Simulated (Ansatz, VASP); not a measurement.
**One calculation of Zr2F3, two programs**

INCAR

```
SYSTEM = Zr2F3
ALGO = Normal ; EDIFF = 1E-7
ENCUT = 520 ; GGA = PE
ISIF = 2 ; ISMEAR = 0
LASPH = .True. ; LCHARG = .False.
LREAL = .False. ; LWAVE = .False.
NBANDS = 30 ; NELM = 100
PREC = Accurate ; SIGMA = 0.1
```

KPOINTS

```
k-points
0
Gamma
  6 4 4
  0 0 0
```

Contents of POSCAR:

```
Zr2F3
1.0
    3.4688894300      0.0000000000      0.0000000000
    0.0000000000      3.9149010200      0.0000000000
    0.0000000000      0.0000000000      6.1672582000
Zr F
2 3
Direct
    0.0000000000      0.5000000000      0.7335414300
    0.0000000000      0.5000000000      0.2664585700
    0.6792379400      0.5000000000      0.0000000000
    0.3207620600      0.5000000000      0.0000000000
    0.0000000000      0.5000000000      0.5000000000
```

Input for Ansatz:

```yaml
crystal:
  lattice:
    - [3.46888943, 0.0, 0.0]
    - [0.0, 3.91490102, 0.0]
    - [0.0, 0.0, 6.1672582]
  atoms:
    - { symbol: Zr, position: [0.0, 0.5, 0.73354143] }
    - { symbol: Zr, position: [0.0, 0.5, 0.26645857] }
    - { symbol: F, position: [0.67923794, 0.5, 0.0] }
    - { symbol: F, position: [0.32076206, 0.5, 0.0] }
    - { symbol: F, position: [0.0, 0.5, 0.5] }
basis:
  ecutwfc: 420
kpoints:
  mp_grid: { grid: [6, 4, 4] }
hamiltonian:
  xc: pbe
scf:
  occupations: { method: gaussian, width: 0.1 }
  lower_state_search: "off"
output:
  forces: true
  stress: true
  eigenvalues: true
```

Alike in both runs: task single point; functional PBE; k mesh 6 × 4 × 4; occupations gaussian, width 0.1 eV; no spin polarisation.

|  | VASP | Ansatz |
| --- | --- | --- |
| version | VASP 6.6.1 | Ansatz 0.2.0 |
| potentials or method | VASP PAW PBE potentials, release 64 (Zr_sv, F), cutoff 520 eV | scalar-relativistic, plane waves, PAW |
| valence electrons in the cell | 45 | 45 |

```tsv
	VASP	Ansatz	Ansatz less VASP
gap on the k mesh at the Fermi level (eV)	none	none	-
rms of the force components (eV/Å)	18.093	17.787	-0.3061
```

Atom by atom the forces differ by 0.391 eV/Å (rms over components). A gap of «none» marks a metal or a gap that the smearing closes.

The k mesh is coarse, so the values compare programs but aren't converged. Noted on VASP's run: the standard files for N, O and F lose accuracy on very short bonds.
